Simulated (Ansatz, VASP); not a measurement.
## One calculation of Hg, two programs

The input INCAR:

```
PREC = Accurate
ENCUT = 520
EDIFF = 1E-8
ISMEAR = -1
SIGMA = 0.05
LREAL = False
LASPH = True
NELM = 80
ALGO = Normal
ISIF = 2
LWAVE = False
LCHARG = False
GGA = PS
LEFG = True
NBANDS = 25
```

KPOINTS

```
Automatic mesh
0
Gamma
  8 8 9
```

POSCAR

```
Hg
1.0
    4.4786431205      0.0000000000      0.0000000000
   -2.2393215602      3.8786187168      0.0000000000
    0.0000000000      0.0000000000      3.8176962911
Hg
3
Direct
    0.3333333333      0.6666666667      0.5000000000
    0.0000000000      0.0000000000      0.0000000000
    0.6666666667      0.3333333333      0.5000000000
```

Input for Ansatz:

```yaml
crystal:
  lattice:
    - [4.4786431205, 0.0, 0.0]
    - [-2.2393215602, 3.8786187168, 0.0]
    - [0.0, 0.0, 3.8176962911]
  atoms:
    - { symbol: Hg, position: [0.3333333333, 0.6666666667, 0.5] }
    - { symbol: Hg, position: [0.0, 0.0, 0.0] }
    - { symbol: Hg, position: [0.6666666667, 0.3333333333, 0.5] }
kpoints:
  mp_grid: { grid: [8, 8, 9] }
scf:
  occupations: { method: fermi_dirac, width: 0.05 }
hamiltonian:
  xc: pbesol
  pseudopotentials: { kind: paw }
output:
  forces: true
  stress: true
  eigenvalues: true
  efg: { contact_densities: true }
  write_density: true
  write_potential: true
  elf: true
  volumetric_format: npy
```

Change from the starting cell: volume scaled by 0.96, PAW files.

Alike in both runs: task electric field gradients; functional PBEsol; k mesh 8 × 8 × 9; occupations fermi-dirac, width 0.05 eV; no spin polarisation.

|  | VASP | Ansatz |
| --- | --- | --- |
| version | VASP 6.6.1 | Ansatz 0.2.0 |
| potentials or method | VASP PAW PBE potentials, release 64 (Hg) | PAW with Ansatz's default frozen-core files, scalar-relativistic |
| plane-wave cutoff (eV) | 520 | 420 |
| valence electrons in the cell | 36 | 60 |

|  | VASP | Ansatz | Ansatz less VASP |
| --- | --- | --- | --- |
| pressure (GPa) | 12.5 | 11.5 | -1.03 |
| traceless stress, the component that is largest in VASP (GPa) | -11.21 | -10.48 | +0.731 |
| size of Vzz on the site where it differs most (V/Å²) | 362.2 | 273.9 | -88.38 |

VASP's potentials were made for PBE, not for PBEsol. VASP's potentials hold 36 valence electrons a cell and Ansatz's 60, so a difference there can come from the potentials and not from the codes.

Neither program's run includes spin-orbit coupling.
